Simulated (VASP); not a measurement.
# S (Fd-3m) in VASP: further runs, part 2 of 2

VASP 6.6.1. The steps go on from the part before.

### 3 Single point, r2SCAN

This run uses another cell than the first one, of 16.92 Å³/atom.

Contents of POSCAR:

```
S
1.0
    0.0000000000      2.5671740368      2.5671740368
    2.5671740368      0.0000000000      2.5671740368
    2.5671740368      2.5671740368      0.0000000000
S
2
Direct
    0.0000000000      0.0000000000      0.0000000000
    0.2500000000      0.2500000000      0.2500000000
```

Contents of INCAR.step1:

```
SYSTEM = S
ALGO = Normal ; EDIFF = 1E-5
ENCUT = 550 ; GGA = PE
GGA_COMPAT = .False. ; ISMEAR = 1
LASPH = .True. ; LCHARG = .False.
LREAL = .False. ; LWAVE = .True.
NBANDS = 13 ; NELM = 120
PREC = Accurate ; SIGMA = 0.05
```

Contents of INCAR.step2:

```
SYSTEM = S
ALGO = Normal ; EDIFF = 1E-6
ENCUT = 550 ; GGA_COMPAT = .False.
ISIF = 2 ; ISMEAR = 1
ISTART = 1 ; LASPH = .True.
LCHARG = .False. ; LMIXTAU = .True.
LREAL = .False. ; LWAVE = .False.
METAGGA = R2SCAN ; NBANDS = 13
NELM = 120 ; PREC = Accurate
SIGMA = 0.05
```

Contents of KPOINTS:

```
k-points
0
Gamma
  5 5 5
  0 0 0
```

Potentials or basis: VASP PAW PBE potentials, release 64 (S).

The run is started by

```sh
$ cat potpaw_PBE.64/S/POTCAR > POTCAR
$ cp INCAR.step1 INCAR
$ mpirun -np 1 vasp_std > vasp.out
$ cp INCAR.step2 INCAR
$ mpirun -np 1 vasp_std > vasp.out
```

OUTCAR:

```text
SYSTEM = S
   EDIFF = 1E-6
   ENCUT = 550
   ISIF = 2
   ISMEAR = 1
   ISTART = 1
   LASPH = .True.
   LREAL = .False.
   METAGGA = R2SCAN
   NELM = 120
   PREC = Accurate

 ion  position               nearest neighbor table
   1  0.000  0.000  0.000-   2 2.22   2 2.22   2 2.22   2 2.22
   2  0.250  0.250  0.250-   1 2.22   1 2.22   1 2.22   1 2.22

  LATTYP: Found a face centered cubic cell.
 ALAT       =     5.1343480736

  Lattice vectors:

 A1 = (   0.0000000000,   2.5671740368,   2.5671740368)
 A2 = (   2.5671740368,   0.0000000000,   2.5671740368)
 A3 = (   2.5671740368,   2.5671740368,   0.0000000000)

Analysis of symmetry for initial positions (statically):
=====================================================================
 Subroutine PRICEL returns:
 Original cell was already a primitive cell.

 Routine SETGRP: Setting up the symmetry group for a
 face centered cubic supercell.

 Subroutine GETGRP returns: Found 48 space group operations
 (whereof 24 operations were pure point group operations)
 out of a pool of 48 trial point group operations.

The static configuration has the point symmetry T_d .
 The point group associated with its full space group is O_h .

Analysis of symmetry for dynamics (positions and initial velocities):
=====================================================================
 Subroutine PRICEL returns:
 Original cell was already a primitive cell.

 Routine SETGRP: Setting up the symmetry group for a
 face centered cubic supercell.

 Subroutine GETGRP returns: Found 48 space group operations
 (whereof 24 operations were pure point group operations)
 out of a pool of 48 trial point group operations.

The dynamic configuration has the point symmetry T_d .
 The point group associated with its full space group is O_h .

 Subroutine INISYM returns: Found 48 space group operations
 (whereof 24 operations are pure point group operations),
 and found     1 'primitive' translations

[... 105 lines left out ...]
   LHFCALC =     F    Hartree Fock is set to
   AEXX    =    0.0000 exact exchange contribution
   IVDW    =     0    specifies the selected vdW correction
   LEPSILON=     F    determine dielectric tensor
   LRPA    =     F    only Hartree local field effects (RPA)
 non-spin polarized calculation
 Methfessel and Paxton  Order N= 1 SIGMA  =   0.05
  energy-cutoff  :      550.00
  volume of cell :       33.84
 maximum number of plane-waves:       999
   NGX = 13   NGY = 13   NGZ = 13

 number of electron      11.9999997 magnetization

 Free energy of the ion-electron system (eV)
  ---------------------------------------------------
  ext. energy  EPLUGINS =         0.00000000
  ---------------------------------------------------
  free energy    TOTEN  =       -12.68975867 eV

  energy without entropy =      -12.68986682  energy(sigma->0) =      -12.68979472

 E-fermi :   7.5365     XC(G=0): -11.0028

 val. band max:        7.5274319092   @ k =   0.2000   0.0000   0.0000
 cond. band min:       7.5747054195   @ k =  -0.2000   0.2000   0.0000
 fundamental gap:      0.0472735104
 Fermi energy:         7.5364934383

 k-point     1 :       0.0000    0.0000    0.0000
  band No.  band energies     occupation
      1     -12.2628      2.00000
      2       0.3341      2.00000
      3       1.9622      2.00000
      4       1.9622      2.00000
      5       1.9622      2.00000
      6       5.9187      2.00000
      7       5.9187      2.00000
      8       5.9187      2.00000
      9      14.1103      0.00000
     10      14.9688      0.00000
     11      14.9688      0.00000
     12      19.0599      0.00000
     13      19.0599      0.00000
[... 130 lines left out ...]
  band No.  band energies     occupation
      1      -9.3091      2.00000
      2      -7.0221      2.00000
      3      -1.2189      2.00000
      4      -0.4329      2.00000
      5       6.3266      2.00000
      6       6.9448      2.00000
      7       8.9690      0.00000
      8      10.4029      0.00000
      9      13.8240      0.00000
     10      14.9949      0.00000
     11      18.2606      0.00000
     12      20.7033      0.00000
     13      21.2821      0.00000

------------------------ aborting loop because EDIFF is reached ----------------------------------------

  FORCE on cell =-STRESS in cart. coord.  units (eV):
  Direction    XX          YY          ZZ          XY          YZ          ZX
  --------------------------------------------------------------------------------------
  -------------------------------------------------------------------------------------
  Total        6.2876971      6.2876971      6.2876971     -0.0000000     -0.0000000      0.0000000
  in kB      297.7188019    297.7188019    297.7188019     -0.0000000     -0.0000000      0.0000000
  external PRESSURE =     297.7188019 kB  Pullay stress =       0.0000000 kB

 VOLUME and BASIS-vectors are now :
 -----------------------------------------------------------------------------
  energy-cutoff  :      550.00
  volume of cell :       33.84
      direct lattice vectors                 reciprocal lattice vectors
     0.000000000  2.567174037  2.567174037    -0.194766694  0.194766694  0.194766694
     2.567174037  0.000000000  2.567174037     0.194766694 -0.194766694  0.194766694
     2.567174037  2.567174037  0.000000000     0.194766694  0.194766694 -0.194766694

 POSITION                                       TOTAL-FORCE (eV/Angst)
 -----------------------------------------------------------------------------------
      0.00000      0.00000      0.00000         0.000000      0.000000      0.000000
      1.28359      1.28359      1.28359        -0.000000     -0.000000     -0.000000
 -----------------------------------------------------------------------------------
    total drift:                                0.000000      0.000000      0.000000

  FREE ENERGIE OF THE ION-ELECTRON SYSTEM (eV)
  ---------------------------------------------------
  free  energy   TOTEN  =       -12.6897586719 eV

  energy  without entropy=      -12.6898668210  energy(sigma->0) =      -12.68979472
```

OUTCAR.step1:

```text
SYSTEM = S
   EDIFF = 1E-5
   ENCUT = 550
   GGA = PE
   ISMEAR = 1
   LASPH = .True.
[... 365 lines left out ...]
 -----------------------------------------------------------------------------------
      0.00000      0.00000      0.00000         0.000000      0.000000      0.000000
      1.28359      1.28359      1.28359        -0.000000     -0.000000     -0.000000
 -----------------------------------------------------------------------------------
    total drift:                                0.000000      0.000000      0.000000

  FREE ENERGIE OF THE ION-ELECTRON SYSTEM (eV)
  ---------------------------------------------------
  free  energy   TOTEN  =        -5.1468581905 eV

  energy  without entropy=       -5.1452045120  energy(sigma->0) =       -5.14630696
```

OSZICAR.step1:

```text
N       E                     dE             d eps       ncg     rms          rms(c)
DAV:   1     0.421268437992E+02    0.42127E+02   -0.57883E+03   260   0.838E+02
DAV:   2    -0.311571006852E+01   -0.45243E+02   -0.42939E+02   347   0.143E+02
DAV:   3    -0.515275361879E+01   -0.20370E+01   -0.20249E+01   358   0.297E+01
DAV:   4    -0.516949743741E+01   -0.16744E-01   -0.16731E-01   290   0.316E+00
DAV:   5    -0.516973215671E+01   -0.23472E-03   -0.23471E-03   358   0.369E-01    0.295E+01
DAV:   6    -0.515255893838E+01    0.17173E-01   -0.96729E-03   310   0.569E-01    0.175E+01
DAV:   7    -0.514695141160E+01    0.56075E-02   -0.15634E-02   330   0.741E-01    0.158E-01
DAV:   8    -0.514683438832E+01    0.11702E-03   -0.11143E-03   295   0.207E-01    0.529E-02
DAV:   9    -0.514685142509E+01   -0.17037E-04   -0.55416E-05   325   0.485E-02    0.203E-02
DAV:  10    -0.514685819053E+01   -0.67654E-05   -0.57704E-06   190   0.159E-02
   1 F= -.51468582E+01 E0= -.51463070E+01  d E =-.165368E-02
```

Run time: 31 s. Hardware: 1 thread of Intel Xeon 8259CL, shared host; peak memory 0.15 GiB.

What came out:

```
Free energy            : -12.6898 eV
Pressure               : 29.8 GPa
Band gap on the k mesh : zero (bands 6 and 7 overlap by 1.98 eV)
```

Caveat: the k points lie up to 0.42 Å⁻¹ apart, too coarse for converged energies and pressures of a metal; the PAW data sets were made with another functional, which shifts forces and pressure a little.

### 4 Single point, r2SCAN

This run uses another cell than the first one, of 19.46 Å³/atom.

Contents of POSCAR:

```
S
1.0
    0.0000000000      2.6898473642      2.6898473642
    2.6898473642      0.0000000000      2.6898473642
    2.6898473642      2.6898473642      0.0000000000
S
2
Direct
    0.0000000000      0.0000000000      0.0000000000
    0.2500000000      0.2500000000      0.2500000000
```

Contents of INCAR.step1:

```
PREC = Accurate
ENCUT = 550
ISMEAR = 1
SIGMA = 0.05
LREAL = F
LASPH = T
NELM = 120
NBANDS = 13
GGA = PE
ALGO = Normal
EDIFF = 1E-5
LWAVE = T
LCHARG = F
GGA_COMPAT = F
```

Contents of INCAR.step2:

```
PREC = Accurate
ENCUT = 550
EDIFF = 1E-6
ISMEAR = 1
SIGMA = 0.05
LREAL = F
LASPH = T
NELM = 120
ALGO = Normal
ISIF = 2
LWAVE = F
LCHARG = F
METAGGA = R2SCAN
LMIXTAU = T
NBANDS = 13
ISTART = 1
GGA_COMPAT = F
```

Contents of KPOINTS:

```
regular mesh
0
Gamma
  5 5 5
```

Potentials or basis: VASP PAW PBE potentials, release 64 (S).

The run is started by

```sh
$ cat potpaw_PBE.64/S/POTCAR > POTCAR
$ cp INCAR.step1 INCAR
$ mpirun -np 1 vasp_std > vasp.out
$ cp INCAR.step2 INCAR
$ mpirun -np 1 vasp_std > vasp.out
```

OUTCAR:

```text
PREC = Accurate
   ENCUT = 550
   EDIFF = 1E-6
   ISMEAR = 1
   LREAL = F
   LASPH = T
   NELM = 120
   ISIF = 2
   METAGGA = R2SCAN
   ISTART = 1

 ion  position               nearest neighbor table
   1  0.000  0.000  0.000-   2 2.33   2 2.33   2 2.33   2 2.33
   2  0.250  0.250  0.250-   1 2.33   1 2.33   1 2.33   1 2.33

  LATTYP: Found a face centered cubic cell.
 ALAT       =     5.3796947284

  Lattice vectors:

 A1 = (   0.0000000000,   2.6898473642,   2.6898473642)
 A2 = (   2.6898473642,   0.0000000000,   2.6898473642)
 A3 = (   2.6898473642,   2.6898473642,   0.0000000000)

Analysis of symmetry for initial positions (statically):
=====================================================================
 Subroutine PRICEL returns:
 Original cell was already a primitive cell.

 Routine SETGRP: Setting up the symmetry group for a
 face centered cubic supercell.

 Subroutine GETGRP returns: Found 48 space group operations
 (whereof 24 operations were pure point group operations)
 out of a pool of 48 trial point group operations.

[... 159 lines left out ...]
      1     -12.6533      2.00000
      2      -2.4832      2.00000
      3       0.8068      2.00000
      4       0.8068      2.00000
      5       0.8068      2.00000
      6       4.4310      2.00000
      7       4.4310      2.00000
      8       4.4310      2.00000
      9      12.0111      0.00000
     10      13.5721      0.00000
     11      13.5721      0.00000
     12      17.0683      0.00000
     13      17.0683      0.00000
[... 130 lines left out ...]
  band No.  band energies     occupation
      1     -10.1239      2.00000
      2      -8.1454      2.00000
      3      -1.9028      2.00000
      4      -1.2391      2.00000
      5       4.2423      2.00000
      6       5.1430      2.00000
      7       7.3360      0.00000
      8       8.0880      0.00000
      9      12.1379      0.00000
     10      12.8989      0.00000
     11      16.0413      0.00000
     12      18.3124      0.00000
     13      19.0480      0.00000

------------------------ aborting loop because EDIFF is reached ----------------------------------------

  FORCE on cell =-STRESS in cart. coord.  units (eV):
  Direction    XX          YY          ZZ          XY          YZ          ZX
  --------------------------------------------------------------------------------------
  -------------------------------------------------------------------------------------
  Total        3.5672432      3.5672432      3.5672432      0.0000000      0.0000000     -0.0000000
  in kB      146.8352748    146.8352748    146.8352748      0.0000000      0.0000000     -0.0000000
  external PRESSURE =     146.8352748 kB  Pullay stress =       0.0000000 kB

 VOLUME and BASIS-vectors are now :
 -----------------------------------------------------------------------------
  energy-cutoff  :      550.00
  volume of cell :       38.92
      direct lattice vectors                 reciprocal lattice vectors
     0.000000000  2.689847364  2.689847364    -0.185884153  0.185884153  0.185884153
     2.689847364  0.000000000  2.689847364     0.185884153 -0.185884153  0.185884153
     2.689847364  2.689847364  0.000000000     0.185884153  0.185884153 -0.185884153

 POSITION                                       TOTAL-FORCE (eV/Angst)
 -----------------------------------------------------------------------------------
      0.00000      0.00000      0.00000        -0.000000     -0.000000     -0.000000
      1.34492      1.34492      1.34492         0.000000      0.000000      0.000000
 -----------------------------------------------------------------------------------
    total drift:                                0.000000     -0.000000      0.000000

  FREE ENERGIE OF THE ION-ELECTRON SYSTEM (eV)
  ---------------------------------------------------
  free  energy   TOTEN  =       -13.3820555780 eV

  energy  without entropy=      -13.3821753953  energy(sigma->0) =      -13.38209552
```

OSZICAR.step1:

```text
N       E                     dE             d eps       ncg     rms          rms(c)
DAV:   1     0.391865288383E+02    0.39187E+02   -0.52454E+03   260   0.809E+02
DAV:   2    -0.383583475194E+01   -0.43022E+02   -0.40498E+02   367   0.140E+02
DAV:   3    -0.585834263887E+01   -0.20225E+01   -0.19795E+01   335   0.295E+01
DAV:   4    -0.587783110053E+01   -0.19488E-01   -0.19468E-01   315   0.352E+00
DAV:   5    -0.587816595645E+01   -0.33486E-03   -0.33482E-03   335   0.452E-01    0.227E+01
DAV:   6    -0.586784068658E+01    0.10325E-01   -0.48830E-03   315   0.426E-01    0.136E+01
DAV:   7    -0.586359495029E+01    0.42457E-02   -0.90176E-03   325   0.590E-01    0.776E-02
DAV:   8    -0.586357948487E+01    0.15465E-04   -0.58169E-04   300   0.154E-01    0.366E-02
DAV:   9    -0.586358629869E+01   -0.68138E-05   -0.40067E-05   340   0.405E-02
   1 F= -.58635863E+01 E0= -.58635037E+01  d E =-.247750E-03
```

It took 30 s on 1 thread of Intel Xeon 8259CL, shared host; peak memory 0.16 GiB.

What came out:

- Free energy: -13.3821 eV
- Pressure: 14.7 GPa
- Band gap on the k mesh: zero (bands 6 and 7 overlap by 1.65 eV)

Levels at points of the mesh, in eV from the Fermi level:
| k point | band 3 | band 4 | band 5 | band 6 | band 7 | band 8 | band 9 | band 10 |
| --- | --- | --- | --- | --- | --- | --- | --- | --- |
| (0.00, 0.00, 0.00) | -5.00 | -5.00 | -5.00 | -1.38 | -1.38 | -1.38 | 6.20 | 7.76 |

Caveat: the k points lie up to 0.40 Å⁻¹ apart, too coarse for converged energies and pressures of a metal; the PAW data sets were made with another functional, which shifts forces and pressure a little.

### 5 Single point, r2SCAN

This run uses another cell than the first one, of 23.81 Å³/atom.

Contents of POSCAR:

```
S
1.0
    0.0000000000      2.8768436260      2.8768436260
    2.8768436260      0.0000000000      2.8768436260
    2.8768436260      2.8768436260      0.0000000000
S
2
Direct
    0.0000000000      0.0000000000      0.0000000000
    0.2500000000      0.2500000000      0.2500000000
```

Contents of INCAR.step1:

```
ALGO = Normal ; EDIFF = 1E-5
ENCUT = 550 ; GGA = PE
GGA_COMPAT = F ; ISMEAR = 1
LASPH = T ; LCHARG = F
LREAL = F ; LWAVE = T
NBANDS = 13 ; NELM = 120
PREC = Accurate ; SIGMA = 0.05
```

Contents of INCAR.step2:

```
ALGO = Normal ; EDIFF = 1E-6
ENCUT = 550 ; GGA_COMPAT = F
ISIF = 2 ; ISMEAR = 1
ISTART = 1 ; LASPH = T
LCHARG = F ; LMIXTAU = T
LREAL = F ; LWAVE = F
METAGGA = R2SCAN ; NBANDS = 13
NELM = 120 ; PREC = Accurate
SIGMA = 0.05
```

Contents of KPOINTS:

```
k-points
0
Gamma
  5 5 5
```

The run is started by

```sh
$ cat potpaw_PBE.64/S/POTCAR > POTCAR
$ cp INCAR.step1 INCAR
$ mpirun -np 1 vasp_std > vasp.out
$ cp INCAR.step2 INCAR
$ mpirun -np 1 vasp_std > vasp.out
```

Wall time 24 s (1 thread of Intel Xeon 8259CL, shared host); peak memory 0.17 GiB.

It converged, with:

```yaml
Free_energy: -13.7182 eV
Pressure: -0.1 GPa
Band_gap_on_the_k_mesh: zero (bands 6 and 7 overlap by 1.16 eV)
```

Levels at points of the mesh, in eV from the Fermi level:
| k point | band 2 | band 3 | band 4 | band 5 | band 6 | band 7 | band 8 | band 9 | band 10 | band 11 |
| --- | --- | --- | --- | --- | --- | --- | --- | --- | --- | --- |
| (0.00, 0.00, 0.00) | -9.50 | -4.26 | -4.26 | -4.26 | -1.12 | -1.12 | -1.12 | 5.81 | 8.16 | 8.16 |

Caveat: the k points lie up to 0.38 Å⁻¹ apart, too coarse for converged energies and pressures of a metal; the PAW data sets were made with another functional, which shifts forces and pressure a little.

### 6 Relaxation of cell and atoms, r2SCAN

This run uses another cell than the first one, of 24.14 Å³/atom.

Contents of POSCAR:

```
S
1.0
    0.0000000000      2.8900000000      2.8900000000
    2.8900000000      0.0000000000      2.8900000000
    2.8900000000      2.8900000000      0.0000000000
S
2
Direct
    0.0000000000      0.0000000000      0.0000000000
    0.2500000000      0.2500000000      0.2500000000
```

Contents of INCAR.step1:

```
PREC = Accurate
ENCUT = 550
ISMEAR = 1
SIGMA = 0.05
LREAL = False
LASPH = True
NELM = 120
GGA = PE
ALGO = Normal
EDIFF = 1E-5
LWAVE = True
LCHARG = False
GGA_COMPAT = False
IBRION = 2
ISIF = 3
EDIFFG = -0.005
NELMIN = 4
NSW = 100
```

Contents of INCAR.step2:

```
PREC = Accurate
ENCUT = 550
EDIFF = 1E-7
ISMEAR = 1
SIGMA = 0.05
LREAL = False
LASPH = True
NELM = 120
ALGO = Normal
ISIF = 3
LWAVE = False
LCHARG = False
METAGGA = R2SCAN
LMIXTAU = True
IBRION = 2
NSW = 80
EDIFFG = -0.01
ISTART = 1
GGA_COMPAT = False
NELMIN = 4
```

Contents of KPOINTS:

```
Automatic mesh
0
Gamma
  5 5 5
```

Potentials or basis: VASP PAW PBE potentials, release 64 (S).

The run is started by

```sh
$ cat potpaw_PBE.64/S/POTCAR > POTCAR
$ cp INCAR.step1 INCAR
$ mpirun -np 1 vasp_std > vasp.out
$ cp INCAR.step2 INCAR
$ mpirun -np 1 vasp_std > vasp.out
```

Run time: 44 s. Hardware: 1 thread of Intel Xeon 8259CL, shared host; peak memory 0.18 GiB.

The run converged. Its results:

* Free energy: -13.7184 eV
* Relaxed volume: 23.74 Å³/atom
* Relaxed cell: a = 4.065 Å, b = 4.065 Å, c = 4.065 Å, α = 60.00°, β = 60.00°, γ = 60.00°
* Space group after relaxing (to 0.1 Å): Fd-3m (No. 227)
* Energy gained by relaxing: 0.9 meV/atom
* Ionic steps: 2
* Pressure after relaxing: 0.0 GPa
* Band gap on the k mesh: zero (bands 6 and 7 overlap by 1.17 eV)

The path:
```
step  energy change (eV)  largest force (eV/Å)  pressure (GPa)  volume (Å³)
   1              0.0000                0.0000           -0.75        48.28
   2             -0.0018                0.0000            0.03        47.49
```

Final structure:
```yaml
crystal:
  lattice:
    - [0.00000, 2.87416, 2.87416]
    - [2.87416, 0.00000, 2.87416]
    - [2.87416, 2.87416, 0.00000]
  atoms:
    - { symbol: S, position: [0.00000, 0.00000, 0.00000] }
    - { symbol: S, position: [0.25000, 0.25000, 0.25000] }
```

Levels at points of the mesh, in eV from the Fermi level:
| k point | band 4 | band 5 | band 6 | band 7 | band 8 | band 9 |
| --- | --- | --- | --- | --- | --- | --- |
| (0.00, 0.00, 0.00) | -4.27 | -4.27 | -1.13 | -1.13 | -1.13 | 5.81 |

Caveat: the k points lie up to 0.38 Å⁻¹ apart in the final cell, too coarse for converged energies and pressures of a metal; the PAW data sets were made with another functional, which shifts forces and pressure a little.

### 7 Summary

| task | cell | gap on the mesh (eV) | pressure (GPa) |
| --- | --- | --- | --- |
| single point | a = 3.513 Å, angles 60.0°, 2 atoms | none | 44.5 |
| single point | a = 3.631 Å, angles 60.0°, 2 atoms | none | 29.8 |
| single point | a = 3.804 Å, angles 60.0°, 2 atoms | none | 14.7 |
| single point | a = 4.068 Å, angles 60.0°, 2 atoms | none | -0.1 |
| relaxation of cell and atoms | relaxed from a = 4.087 Å, angles 60.0°, 2 atoms | none | 0.0 |

Alike in all rows: level r2SCAN; potentials or basis VASP PAW PBE potentials, release 64 (S); no spin polarisation; k mesh 5 × 5 × 5; cutoff (eV) 550; smearing methfessel-paxton 0.05 eV.

Caveats: all runs use coarse meshes; the PAW data sets were made with another functional, which shifts forces and pressure a little.

Absolute energies hang on the potentials; compare differences alone.

The gap in the log of VASP goes by the Fermi energy; the results here count the filled bands.